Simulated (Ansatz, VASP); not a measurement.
# One calculation of Si, two programs

```
Si
1.0
     0.00000    2.73549    2.73549
     2.73549    0.00000    2.73549
     2.73549    2.73549    0.00000
Si
2
Direct
  0.50000 0.50000 0.50000
  0.75000 0.75000 0.75000
```

Alike in both runs: task single point; functional PBE; k mesh 10 × 10 × 10; occupations fermi-dirac, width 0.3 eV; no spin polarisation.

```csv
,VASP,Ansatz
version,VASP 6.6.1,Ansatz 0.2.0
potentials or method,"VASP PAW PBE potentials, release 64 (Si), cutoff 500 eV","plane waves (420 eV) with PAW, scalar-relativistic"
valence electrons in the cell,8,8
```

|  | VASP | Ansatz | Ansatz less VASP |
| --- | --- | --- | --- |
| pressure (GPa) | -0.2 | -0.1 | +0.08 |
